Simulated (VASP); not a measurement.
# ZrTa3Be (P4mm) in VASP: single point with PBE

Aim: the single point of ZrTa3Be with PBE.

Program: VASP 6.6.1. These are calculated values, not measurements. Logs are shortened: lines on timing, memory, paths and dates and some standing lists are left out, and cuts for length are marked.

## Step 1: The cell of the first run

The structure is tetragonal, space group P4mm (No. 99). The conventional cell has a = 4.350 Å, b = 4.350 Å, c = 4.912 Å, α = 90.00°, β = 90.00°, γ = 90.00°. Zr (site symmetry 4mm) has 12 Ta at 3.15 to 3.29 Å and 4 Be at 3.47 Å within 4.1 Å. Within 3.1 Å of Ta (site symmetry 4mm) lie 2 Be at 2.31 to 2.60 Å and 4 Ta at 2.79 Å. Within 3.1 Å of Ta (site symmetry 2mm) lie 2 Be at 2.34 Å and 6 Ta at 2.79 to 3.08 Å. Within 3.1 Å of Be (site symmetry 4mm) lie 6 Ta at 2.31 to 2.60 Å.

## Step 2: Single point, PBE

File INCAR:

```
  PREC = Accurate
  ENCUT = 520
  EDIFF = 1E-6
  ISMEAR = 0
  SIGMA = 0.1
  LREAL = F
  LASPH = T
  NELM = 80
  ALGO = Normal
  ISIF = 2
  LWAVE = F
  LCHARG = F
  GGA = PE
  NBANDS = 32
```

File KPOINTS:

```
regular mesh
0
Gamma
  4 4 4
```

File POSCAR:

```
ZrTa3Be
1.0
    4.3498435117      0.0000000000      0.0000000000
    0.0000000000      4.3498435117      0.0000000000
    0.0000000000      0.0000000000      4.9121193089
Zr Ta Be
1 3 1
Direct
    0.0000000000      0.0000000000     -0.0694041459
    0.5000000000      0.5000000000      1.0720336588
    0.0000000000      0.5000000000      0.4278248814
    0.5000000000      0.0000000000      0.4278248814
    0.5000000000      0.5000000000      0.6017207243
```

Potentials or basis: VASP PAW PBE potentials, release 64 (Zr_sv, Ta_pv, Be).

Launch:

```bash
$ cat potpaw_PBE.64/Zr_sv/POTCAR potpaw_PBE.64/Ta_pv/POTCAR potpaw_PBE.64/Be/POTCAR > POTCAR
$ mpirun -np 1 vasp_std > vasp.out
```

OUTCAR:

```text
PREC = Accurate
   ENCUT = 520
   EDIFF = 1E-6
   ISMEAR = 0
   LREAL = F
   LASPH = T
   NELM = 80
   ISIF = 2
   GGA = PE

 ion  position               nearest neighbor table
   1  0.000  0.000  0.931-   2 3.15   2 3.15   2 3.15   2 3.15   3 3.27   4 3.27   4 3.27   3 3.27
                             3 3.29   4 3.29   4 3.29   3 3.29
   2  0.500  0.500  0.072-   5 2.31   5 2.60   4 2.79   3 2.79   4 2.79   3 2.79   1 3.15   1 3.15
                             1 3.15   1 3.15
   3  0.000  0.500  0.428-   5 2.34   5 2.34   2 2.79   2 2.79   4 3.08   4 3.08   4 3.08   4 3.08
                             1 3.27   1 3.27   1 3.29   1 3.29
   4  0.500  0.000  0.428-   5 2.34   5 2.34   2 2.79   2 2.79   3 3.08   3 3.08   3 3.08   3 3.08
                             1 3.27   1 3.27   1 3.29   1 3.29
   5  0.500  0.500  0.602-   2 2.31   3 2.34   4 2.34   4 2.34   3 2.34   2 2.60

  LATTYP: Found a simple tetragonal cell.
 ALAT       =     4.3498435117
 C/A-ratio  =     1.1292634541

  Lattice vectors:

 A1 = (   4.3498435117,   0.0000000000,   0.0000000000)
 A2 = (   0.0000000000,   4.3498435117,   0.0000000000)
 A3 = (   0.0000000000,   0.0000000000,   4.9121193089)

Analysis of symmetry for initial positions (statically):
=====================================================================
 Subroutine PRICEL returns:
 Original cell was already a primitive cell.

 Routine SETGRP: Setting up the symmetry group for a
 simple tetragonal supercell.

 Subroutine GETGRP returns: Found  8 space group operations
 (whereof  8 operations were pure point group operations)
 out of a pool of 16 trial point group operations.

The static configuration has the point symmetry C_4v.

Analysis of symmetry for dynamics (positions and initial velocities):
=====================================================================
 Subroutine PRICEL returns:
 Original cell was already a primitive cell.

 Routine SETGRP: Setting up the symmetry group for a
 simple tetragonal supercell.

 Subroutine GETGRP returns: Found  8 space group operations
 (whereof  8 operations were pure point group operations)
 out of a pool of 16 trial point group operations.

The dynamic configuration has the point symmetry C_4v.

 Subroutine INISYM returns: Found  8 space group operations
 (whereof  8 operations are pure point group operations),
 and found     1 'primitive' translations

----------------------------------------------------------------------------------------

[... 92 lines left out ...]
   LREAL  =      F    real-space projection
   EDIFFG = 0.1E-04   stopping-criterion for IOM
   NSW    =      0    number of steps for IOM
   IBRION =     -1    ionic relax: 0-MD 1-quasi-New 2-CG
   NFREE  =      0    steps in history (QN), initial steepest desc. (CG)
   ISIF   =      2    stress and relaxation
   ISYM   =      2    0-nonsym 1-usesym 2-fastsym
   POTIM  = 0.5000    time-step for ionic-motion
   TEBEG  =    0.0;   TEEND  =   0.0 temperature during run
   PSTRESS=    0.0 pullay stress
   NELECT =      47.0000    total number of electrons
   NUPDOWN=      -1.0000    fix difference up-down
   EMIN   =  10.00;   EMAX   =-10.00  energy-range for DOS
   EFERMI =   0.00;   METHOD = LEGACY
   ISMEAR =     0;   SIGMA  =   0.10  broadening in eV -4-tet -1-fermi 0-gaus
   EFERMI_NEDOS =   21; number of points for ismear=-14 and -15
   IALGO  =     38    algorithm
   IMIX   =      4    mixing-type and parameters
     AMIX     =   0.40;   BMIX     =  1.00
     AMIX_MAG =   1.60;   BMIX_MAG =  1.00
  volume/ion in A,a.u.               =      18.59       125.44
  Fermi-wavevector in a.u.,A,eV,Ry     =   1.304274  2.464720 23.145276  1.701130
  Thomas-Fermi vector in A             =   2.435220
   LORBIT       =      0    0 simple, 1 ext, 2 COOP (PROOUT), +10 PAW based schemes
   GGA     = PE    functional components
   LHFCALC =     F    Hartree Fock is set to
   AEXX    =    0.0000 exact exchange contribution
   IVDW    =     0    specifies the selected vdW correction
   LEPSILON=     F    determine dielectric tensor
   LRPA    =     F    only Hartree local field effects (RPA)
 non-spin polarized calculation
 Gauss-broadening in eV      SIGMA  =   0.10
  energy-cutoff  :      520.00
  volume of cell :       92.94
 maximum number of plane-waves:      2520
   NGX = 17   NGY = 17   NGZ = 19

 number of electron      47.0000010 magnetization

 Free energy of the ion-electron system (eV)
  ---------------------------------------------------
  ext. energy  EPLUGINS =         0.00000000
  ---------------------------------------------------
  free energy    TOTEN  =       -45.71717620 eV

  energy without entropy =      -45.69147975  energy(sigma->0) =      -45.70432798

 E-fermi :   5.9833     XC(G=0): -11.5527

 val. band max:        5.9637300182   @ k =   0.5000   0.2500   0.0000
 cond. band min:       5.9871135763   @ k =   0.5000   0.2500   0.2500
 fundamental gap:      0.0233835581
 Fermi energy:         5.9833334529

 k-point     1 :       0.0000    0.0000    0.0000
  band No.  band energies     occupation
      1     -43.1536      2.00000
      2     -28.5892      2.00000
      3     -28.5892      2.00000
      4     -28.5659      2.00000
      5     -28.2577      2.00000
      6     -28.2031      2.00000
[... 619 lines left out ...]
     31       9.2999      0.00000
     32       9.2999      0.00000

------------------------ aborting loop because EDIFF is reached ----------------------------------------

  FORCE on cell =-STRESS in cart. coord.  units (eV):
  Direction    XX          YY          ZZ          XY          YZ          ZX
  --------------------------------------------------------------------------------------
  -------------------------------------------------------------------------------------
  Total       -0.1091045     -0.1091045     -0.0947344      0.0000000      0.0000000      0.0000000
  in kB       -1.8807759     -1.8807759     -1.6330603      0.0000000      0.0000000      0.0000000
  external PRESSURE =      -1.7982041 kB  Pullay stress =       0.0000000 kB

 VOLUME and BASIS-vectors are now :
 -----------------------------------------------------------------------------
  energy-cutoff  :      520.00
  volume of cell :       92.94
      direct lattice vectors                 reciprocal lattice vectors
     4.349843512  0.000000000  0.000000000     0.229893328  0.000000000  0.000000000
     0.000000000  4.349843512  0.000000000     0.000000000  0.229893328  0.000000000
     0.000000000  0.000000000  4.912119309     0.000000000  0.000000000  0.203578117

 POSITION                                       TOTAL-FORCE (eV/Angst)
 -----------------------------------------------------------------------------------
      0.00000      0.00000      4.57120         0.000000     -0.000000      0.004936
      2.17492      2.17492      0.35384         0.000000      0.000000      0.036802
      0.00000      2.17492      2.10153         0.000000     -0.000000     -0.024512
      2.17492      0.00000      2.10153         0.000000     -0.000000     -0.024512
      2.17492      2.17492      2.95572         0.000000      0.000000      0.007287
 -----------------------------------------------------------------------------------
    total drift:                                0.000000     -0.000000     -0.000245

  FREE ENERGIE OF THE ION-ELECTRON SYSTEM (eV)
  ---------------------------------------------------
  free  energy   TOTEN  =       -45.7171762042 eV

  energy  without entropy=      -45.6914797547  energy(sigma->0) =      -45.70432798
```

It took 42 s on 1 thread of Intel Xeon Platinum 8488C (Sapphire Rapids), shared host; peak memory 0.21 GiB.

Results:

- Free energy: -45.7172 eV
- Pressure: -0.2 GPa
- Largest force: 0.037 eV/Å

Forces on the atoms (eV/Å):
```
Zr   0.000  0.000  0.005
Ta   0.000  0.000  0.037
Ta   0.000  0.000 -0.025
Ta   0.000  0.000 -0.025
Be   0.000  0.000  0.007
```

Caveat: the k points lie up to 0.36 Å⁻¹ apart; spin-orbit coupling is left out, which moves the levels of the heavy elements.
